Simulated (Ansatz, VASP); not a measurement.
Re in VASP and in Ansatz

Contents of INCAR:

```
SYSTEM = Re
ALGO = Fast
EDIFF = 1E-6
EDIFFG = -0.01
ENCUT = 600
GGA = PE
IBRION = 2
ISIF = 3
ISMEAR = 0
LASPH = .True.
LCHARG = .False.
LREAL = .False.
LWAVE = .False.
NELM = 60
NSW = 100
PREC = Accurate
SIGMA = 0.1
```

The input KPOINTS:

```
k-points
0
Gamma
  12 12 16
  0 0 0
```

The input POSCAR:

```
Re
1.0
    4.3846803942      0.0000000000      0.0000000000
   -2.1923401971      3.7972446088      0.0000000000
    0.0000000000      0.0000000000      2.7360804228
Re
3
Direct
    0.0000000000      0.0000000000      0.0000000000
    0.3333333333      0.6666666667      0.5000000000
    0.6666666667      0.3333333333      0.5000000000
```

Input for Ansatz:

```yaml
crystal:
  lattice:
    - [4.3846803942, 0.0, 0.0]
    - [-2.1923401971, 3.7972446088, 0.0]
    - [0.0, 0.0, 2.7360804228]
  atoms:
    - { symbol: Re, position: [0.0, 0.0, 0.0] }
    - { symbol: Re, position: [0.3333333333, 0.6666666667, 0.5] }
    - { symbol: Re, position: [0.6666666667, 0.3333333333, 0.5] }
basis:
  ecutwfc: 420
kpoints:
  mp_grid: { grid: [12, 12, 16] }
hamiltonian:
  xc: pbe
scf:
  occupations: { method: gaussian, width: 0.1 }
output:
  forces: true
  stress: true
  eigenvalues: true
relax:
  adjacent_minimum: "off"
  f_tol: 0.01
  max_steps: 80
  cell: { stress_tol: 0.05 }
```

Alike in both runs: task relaxation of cell and atoms; functional PBE; k mesh 12 × 12 × 16; occupations gaussian, width 0.1 eV; no spin polarisation.

|  | VASP | Ansatz |
| --- | --- | --- |
| version | VASP 6.6.1 | Ansatz 0.2.0 |
| potentials or method | VASP PAW PBE potentials, release 64 (Re), cutoff 600 eV | scalar-relativistic, plane waves, PAW |
| valence electrons in the cell | 21 | 45 |

```tsv
	VASP	Ansatz	Ansatz less VASP
gap on the k mesh at the Fermi level, each at its own relaxed structure (eV)	none	none	-
relaxed volume (Å³/atom)	15.17	15.20	+0.029
relaxed cell length with the largest relative difference (Å)	4.374	4.379	+0.0051
```

A gap of «none» marks a metal or a gap that the smearing closes. VASP's potentials hold 21 valence electrons a cell and Ansatz's 45, so a difference there can come from the potentials and not from the codes.

Neither program's run includes spin-orbit coupling.
